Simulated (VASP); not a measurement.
Input of a VASP 6.6.1 run:

File INCAR:

```
SYSTEM = ZrB
  PREC = Accurate
  ENCUT = 520
  EDIFF = 1E-7
  ISMEAR = 0
  SIGMA = 0.15
  LREAL = .FALSE.
  LASPH = .TRUE.
  NELM = 60
  ALGO = Normal
  ISIF = 2
  LWAVE = .FALSE.
  LCHARG = .FALSE.
  NBANDS = 14
```

KPOINTS

```
Automatic mesh
0
G
  18 18 18
  0 0 0
```

POSCAR

```
ZrB
1.0
    0.0000000000      2.3982012666      2.5480888458
    2.3982012666      0.0000000000      2.5480888458
    2.3982012666      2.3982012666      0.0000000000
Zr B
1 1
Direct
    0.0000000000      0.0000000000      0.0000000000
    0.5000000000      0.5000000000      0.5000000000
```

Potentials or basis: VASP PAW LDA potentials, release 64 (Zr_sv, B).

The run is started by

```console
$ cat potpaw_LDA.64/Zr_sv/POTCAR potpaw_LDA.64/B/POTCAR > POTCAR
$ mpirun -np 1 vasp_std > vasp.out
```

**Question.** Estimate the pressure.

**Answer.** -5.2 GPa.

Stress tensor (GPa, compression positive):
```
  0.44   0.00   0.00
  0.00   0.44   0.00
  0.00   0.00 -16.36
```
